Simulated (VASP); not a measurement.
# C (Fd-3m) in VASP: further runs

Aim: see how the results for C move with the level of theory and the settings. Levels: pbe exchange, pbesol correlation. Tasks: single point.

Everything below comes from runs of VASP 6.6.1. Logs are shortened: lines on timing, memory, paths and dates and some standing lists are left out, and cuts for length are marked.

## (1) The cell of the first run

It takes space group Fd-3m (No. 227, cubic). The conventional cell has a = 3.543 Å, b = 3.543 Å, c = 3.543 Å, α = 90.00°, β = 90.00°, γ = 90.00°. Within 2.0 Å of C (site symmetry -43m) lie 4 C at 1.53 Å.

## (2) Single point, pbe exchange, pbesol correlation, collinear spin (5.56 Å³/atom)

The input, INCAR:

```
SYSTEM = C
PREC = Accurate ; ENCUT = 600
EDIFF = 1E-6 ; ISMEAR = -5
SIGMA = 0.05 ; LREAL = .False.
LASPH = .True. ; NELM = 200
ALGO = Normal ; ISIF = 2
LWAVE = .False. ; LCHARG = .False.
ISPIN = 2 ; MAGMOM = 0.855 0.145
LORBIT = 11 ; NUPDOWN = 1.0
GGA = LIBXC ; LIBXC1 = GGA_X_PBE
LIBXC2 = GGA_C_PBE_SOL ; NBANDS = 15
GGA_COMPAT = .False.
```

The input, KPOINTS:

```
regular mesh
0
Gamma
  13 13 13
  0 0 0
```

The input, POSCAR:

```
C
1.0
    0.0000000000      1.7714007132      1.7714007132
    1.7714007132      0.0000000000      1.7714007132
    1.7714007132      1.7714007132      0.0000000000
C
2
Direct
    0.7500000000      0.7500000000      0.7500000000
    0.5000000000      0.5000000000      0.5000000000
```

Potentials or basis: VASP PAW PBE potentials, release 64 (C).

Run with:

```sh
$ cat potpaw_PBE.64/C/POTCAR > POTCAR
$ mpirun -np 1 vasp_std > vasp.out
```

OUTCAR:

```text
SYSTEM = C
   PREC = Accurate
   ENCUT = 600
   EDIFF = 1E-6
   ISMEAR = -5
   LREAL = .False.
   LASPH = .True.
   NELM = 200
   ISIF = 2
   ISPIN = 2
   LORBIT = 11
   NUPDOWN = 1.0
   GGA = LIBXC

 ion  position               nearest neighbor table
   1  0.750  0.750  0.750-   2 1.53   2 1.53   2 1.53   2 1.53
   2  0.500  0.500  0.500-   1 1.53   1 1.53   1 1.53   1 1.53

  LATTYP: Found a face centered cubic cell.
 ALAT       =     3.5428014264

  Lattice vectors:

 A1 = (   0.0000000000,   1.7714007132,   1.7714007132)
 A2 = (   1.7714007132,   0.0000000000,   1.7714007132)
 A3 = (   1.7714007132,   1.7714007132,   0.0000000000)

Analysis of symmetry for initial positions (statically):
=====================================================================
 Subroutine PRICEL returns:
 Original cell was already a primitive cell.

 Routine SETGRP: Setting up the symmetry group for a
 face centered cubic supercell.

 Subroutine GETGRP returns: Found 48 space group operations
 (whereof 24 operations were pure point group operations)
 out of a pool of 48 trial point group operations.

The static configuration has the point symmetry T_d .
 The point group associated with its full space group is O_h .

Analysis of symmetry for dynamics (positions and initial velocities):
=====================================================================
 Subroutine PRICEL returns:
 Original cell was already a primitive cell.

 Routine SETGRP: Setting up the symmetry group for a
 face centered cubic supercell.

 Subroutine GETGRP returns: Found 48 space group operations
 (whereof 24 operations were pure point group operations)
 out of a pool of 48 trial point group operations.

The dynamic configuration has the point symmetry T_d .
 The point group associated with its full space group is O_h .

Analysis of structural, dynamic, and magnetic symmetry:
=====================================================================
 Subroutine PRICEL returns:
 Original cell was already a primitive cell.

 Routine SETGRP: Setting up the symmetry group for a
 face centered cubic supercell.

 Subroutine GETGRP returns: Found 24 space group operations
 (whereof 24 operations were pure point group operations)
 out of a pool of 48 trial point group operations.

The overall configuration has the point symmetry T_d .

 Subroutine INISYM returns: Found 24 space group operations
 (whereof 24 operations are pure point group operations),
 and found     1 'primitive' translations

----------------------------------------------------------------------------------------

                                     Primitive cell

  volume of cell :      11.1168

  direct lattice vectors                    reciprocal lattice vectors
     0.000000000  1.771400713  1.771400713    -0.282262503  0.282262503  0.282262503
     1.771400713  0.000000000  1.771400713     0.282262503 -0.282262503  0.282262503
     1.771400713  1.771400713  0.000000000     0.282262503  0.282262503 -0.282262503

  length of vectors
     2.505138913  2.505138913  2.505138913     0.488892997  0.488892997  0.488892997

  position of ions in fractional coordinates (direct lattice)
     0.750000000  0.750000000  0.750000000
     0.500000000  0.500000000  0.500000000

  ion indices of the primitive-cell ions
   primitive index   ion index
                 1           1
                 2           2

----------------------------------------------------------------------------------------

 KPOINTS: regular mesh

Automatic generation of k-mesh.
 Grid dimensions read from file:
 generate k-points for:   13   13   13

 Generating k-lattice:

  Cartesian coordinates                     Fractional coordinates (reciprocal lattice)
    -0.021712500  0.021712500  0.021712500     0.076923077  0.000000000  0.000000000
     0.021712500 -0.021712500  0.021712500     0.000000000  0.076923077  0.000000000
     0.021712500  0.021712500 -0.021712500     0.000000000  0.000000000  0.076923077

  Length of vectors
     0.037607154  0.037607154  0.037607154

  Shift w.r.t. Gamma in fractional coordinates (k-lattice)
     0.000000000  0.000000000  0.000000000

 TETIRR: Found    322 inequivalent tetrahedra from    13182

 Subroutine IBZKPT returns following result:
[... 36 lines left out ...]
   ions per type =               2
   NGX,Y,Z   is equivalent  to a cutoff of  13.27, 13.27, 13.27 a.u.
   NGXF,Y,Z  is equivalent  to a cutoff of  26.54, 26.54, 26.54 a.u.
 SYSTEM =  C
   PREC   = accura    normal or accurate (medium, high low for compatibility)
   ISTART =      0    job   : 0-new  1-cont  2-samecut
   ICHARG =      2    charge: 1-file 2-atom 10-const
   ISPIN  =      2    spin polarized calculation?
   LNONCOLLINEAR =      F non collinear calculations
   LSORBIT =      F    spin-orbit coupling
   LASPH  =      T    aspherical Exc in radial PAW
   ENCUT  =  600.0 eV  44.10 Ry    6.64 a.u.   5.00  5.00  5.00*2*pi/ulx,y,z
   NELM   =    200;   NELMIN=  2; NELMDL= -5     # of ELM steps
   EDIFF  = 0.1E-05   stopping-criterion for ELM
   LREAL  =      F    real-space projection
   EDIFFG = 0.1E-04   stopping-criterion for IOM
   NSW    =      0    number of steps for IOM
   IBRION =     -1    ionic relax: 0-MD 1-quasi-New 2-CG
   NFREE  =      0    steps in history (QN), initial steepest desc. (CG)
   ISIF   =      2    stress and relaxation
   ISYM   =      2    0-nonsym 1-usesym 2-fastsym
   POTIM  = 0.5000    time-step for ionic-motion
   TEBEG  =    0.0;   TEEND  =   0.0 temperature during run
   PSTRESS=    0.0 pullay stress
   NELECT =       8.0000    total number of electrons
   NUPDOWN=       1.0000    fix difference up-down
   EMIN   =  10.00;   EMAX   =-10.00  energy-range for DOS
   EFERMI =   0.00;   METHOD = LEGACY
   ISMEAR =    -5;   SIGMA  =   0.05  broadening in eV -4-tet -1-fermi 0-gaus
   EFERMI_NEDOS =   21; number of points for ismear=-14 and -15
   IALGO  =     38    algorithm
   IMIX   =      4    mixing-type and parameters
     AMIX     =   0.40;   BMIX     =  1.00
     AMIX_MAG =   1.60;   BMIX_MAG =  1.00
  volume/ion in A,a.u.               =       5.56        37.51
  Fermi-wavevector in a.u.,A,eV,Ry     =   1.467049  2.772321 29.282913  2.152233
  Thomas-Fermi vector in A             =   2.582714
   LORBIT       =     11    0 simple, 1 ext, 2 COOP (PROOUT), +10 PAW based schemes
   GGA     = LIBXC    functional components
   LHFCALC =     F    Hartree Fock is set to
   AEXX    =    0.0000 exact exchange contribution
   IVDW    =     0    specifies the selected vdW correction
   LEPSILON=     F    determine dielectric tensor
   LRPA    =     F    only Hartree local field effects (RPA)
 spin polarized calculation
 Fermi weights with tetrahedron method with Bloechl corrections
  energy-cutoff  :      600.00
  volume of cell :       11.12
 maximum number of plane-waves:       381
   NGX =  9   NGY =  9   NGZ =  9

 number of electron       7.9999999 magnetization       1.0000000

 Free energy of the ion-electron system (eV)
  ---------------------------------------------------
  ext. energy  EPLUGINS =         0.00000000
  ---------------------------------------------------
  free energy    TOTEN  =       -14.04072854 eV

  energy without entropy =      -14.04072854  energy(sigma->0) =      -14.04072854

 E-fermi :   6.6873     XC(G=0): -13.4134

 val. band max:       16.3381972454   @ k =  -0.3077   0.3846   0.0769
 cond. band min:       6.7724823253   @ k =   0.1538   0.0000   0.0000
 fundamental gap:     -9.5657149201
 Fermi energy:        16.4570098963

 spin component 1

 k-point     1 :       0.0000    0.0000    0.0000
  band No.  band energies     occupation
      1     -12.3172      1.00000
      2       9.2172      1.00000
      3       9.2172      1.00000
      4       9.2172      1.00000
      5      14.9727      1.00000
      6      14.9727      1.00000
      7      14.9727      1.00000
      8      22.9663      0.00000
      9      29.0252      0.00000
     10      36.3868      0.00000
     11      36.3868      0.00000
     12      37.4535      0.00000
     13      37.4535      0.00000
     14      37.4535      0.00000
[... 403 lines left out ...]
      4       5.3092      1.00000
      5      16.5591      0.19916
      6      20.0203      0.00000
      7      20.4005      0.00000
      8      23.4279      0.00000
      9      30.2024      0.00000
     10      32.9397      0.00000
     11      36.8930      0.00000
     12      37.3642      0.00000
     13      44.7133      0.00000
     14      50.4533      0.00000
     15      53.3411      0.00000

 [... further k-points ...]

 spin component 2

 k-point     1 :       0.0000    0.0000    0.0000
  band No.  band energies     occupation
      1     -11.4696      1.00000
      2      10.0888      0.00000
      3      10.0888      0.00000
      4      10.0888      0.00000
      5      15.8693      0.00000
      6      15.8693      0.00000
      7      15.8693      0.00000
      8      24.0133      0.00000
      9      29.9928      0.00000
     10      37.0930      0.00000
     11      37.0930      0.00000
     12      38.2184      0.00000
     13      38.2184      0.00000
     14      38.2184      0.00000
[... 403 lines left out ...]
      4       6.1718      1.01353
      5      17.4525      0.00000
      6      20.9215      0.00000
      7      21.3471      0.00000
      8      24.3766      0.00000
      9      31.1387      0.00000
     10      33.8490      0.00000
     11      37.6550      0.00000
     12      38.1959      0.00000
     13      45.4762      0.00000
     14      51.2415      0.00000
     15      54.1742      0.00000

 [... further k-points ...]
[... 5 lines left out ...]
  --------------------------------------------------------------------------------------
  -------------------------------------------------------------------------------------
  Total        3.5299554      3.5299554      3.5299554      0.0000000     -0.0000000      0.0000000
  in kB      508.7440718    508.7440718    508.7440718      0.0000000     -0.0000000      0.0000000
  external PRESSURE =     508.7440718 kB  Pullay stress =       0.0000000 kB

 VOLUME and BASIS-vectors are now :
 -----------------------------------------------------------------------------
  energy-cutoff  :      600.00
  volume of cell :       11.12
      direct lattice vectors                 reciprocal lattice vectors
     0.000000000  1.771400713  1.771400713    -0.282262503  0.282262503  0.282262503
     1.771400713  0.000000000  1.771400713     0.282262503 -0.282262503  0.282262503
     1.771400713  1.771400713  0.000000000     0.282262503  0.282262503 -0.282262503

 POSITION                                       TOTAL-FORCE (eV/Angst)
 -----------------------------------------------------------------------------------
      2.65710      2.65710      2.65710        -0.000000     -0.000000     -0.000000
      1.77140      1.77140      1.77140         0.000000      0.000000      0.000000
 -----------------------------------------------------------------------------------
    total drift:                               -0.000000     -0.000000     -0.000000

  FREE ENERGIE OF THE ION-ELECTRON SYSTEM (eV)
  ---------------------------------------------------
  free  energy   TOTEN  =       -14.0407285354 eV

  energy  without entropy=      -14.0407285354  energy(sigma->0) =      -14.04072854

 total charge

# of ion       s       p       d       tot
------------------------------------------
    1        0.863   1.689   0.000   2.552
    2        0.863   1.689   0.000   2.552
--------------------------------------------------
tot          1.727   3.377   0.000   5.104

 magnetization (x)

# of ion       s       p       d       tot
------------------------------------------
    1        0.044   0.262   0.000   0.306
    2        0.044   0.262   0.000   0.306
--------------------------------------------------
tot          0.088   0.524   0.000   0.612
```

Run time: 20 s. Hardware: 1 thread of Intel Xeon 6975P-C (Granite Rapids), shared host; peak memory 0.14 GiB.

What came out:

```
Free energy                                           : -14.0407 eV
Pressure                                              : 50.9 GPa
Net moment                                            : 1.00 μB per cell
Site moments                                          : C +0.31 μB
Valence electrons inside the program's atomic spheres : C 2.55
```

Caveat: the cell stands under pressure; the PAW data sets were made with another functional, which shifts forces and pressure a little; the total moment is fixed, so each spin has its own Fermi level.

[end of part 1 of 3]
